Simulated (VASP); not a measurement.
A run of VASP 6.6.1:

File INCAR:

```
PREC = Accurate
ENCUT = 520
EDIFF = 1E-7
ISMEAR = 0
SIGMA = 0.1
LREAL = F
LASPH = T
NELM = 80
ALGO = Fast
ISIF = 2
LWAVE = F
LCHARG = F
NBANDS = 10
```

The input KPOINTS:

```
Automatic mesh
0
Gamma
  9 9 18
```

POSCAR

```
Al
1.0
    4.1210459609      0.0000000000      0.0000000001
    0.0000000000      4.1210459609      0.0000000000
   -2.0605229805      0.0000000000      1.9208948599
Al
2
Direct
    0.0000000000      0.0000000000      0.0000000000
    0.5000000000      0.5000000000      0.0000000000
```

Potentials or basis: VASP PAW LDA potentials, release 64 (Al).

Run with:

```console
$ cat potpaw_LDA.64/Al/POTCAR > POTCAR
$ mpirun -np 1 vasp_std > vasp.out
```

Hardware: 1 thread of Intel(R) Xeon(R) Platinum 8488C (Sapphire Rapids), on a shared host.

Q: Estimate the wall time of this run.

A: Run time: 38 s on 1 thread of Intel(R) Xeon(R) Platinum 8488C (Sapphire Rapids), with other jobs on the host, peak memory 0.18 GiB. Counts: scf iterations 12, k points 250.
